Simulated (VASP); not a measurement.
Wanted: the native input for a VASP 6.6.1 run.

```
Task                   : single point
Functional             : LDA
Potentials or basis    : VASP PAW LDA potentials, release 64 (Cu, Al)
Cutoff                 : 520 eV
k mesh                 : 9 × 9 × 9
Occupations            : fermi-dirac, width 0.05 eV
Spin                   : no spin polarisation
Dipole correction      : no
Further INCAR settings : ALGO = Fast; EDIFF = 1e-06; NBANDS = 16
```

The structure of Al2Cu lies in POSCAR:

```
Al2Cu
1.0
   -2.0437838356      2.0437838356      2.8699759675
    2.0437838356     -2.0437838356      2.8699759675
    2.0437838356      2.0437838356     -2.8699759675
Cu Al
1 2
Direct
    0.5000000000      0.5000000000      0.0000000000
    0.2500000000      0.7500000000      0.5000000000
    0.7500000000      0.2500000000      0.5000000000
```

These files were run (other wordings do the same):

INCAR

```
SYSTEM = Al2Cu
  ALGO = Fast
  EDIFF = 1E-6
  ENCUT = 520
  ISIF = 2
  ISMEAR = -1
  LASPH = .True.
  LCHARG = .True.
  LELF = .True.
  LREAL = .False.
  LVHAR = .True.
  LWAVE = .False.
  NBANDS = 16
  NELM = 60
  PREC = Accurate
  SIGMA = 0.05
```

KPOINTS

```
k-points
0
Gamma
  9 9 9
  0 0 0
```

Potentials or basis: VASP PAW LDA potentials, release 64 (Cu, Al).

Run with:

```console
$ cat potpaw_LDA.64/Cu/POTCAR potpaw_LDA.64/Al/POTCAR > POTCAR
$ mpirun -np 1 vasp_std > vasp.out
```

It gave:

```json
{
 "Pressure": "-4.5 GPa"
}
```

It took 44 s on 1 thread of Intel(R) Xeon(R) 6975P-C (Granite Rapids), with other jobs on the host, peak memory 0.17 GiB.
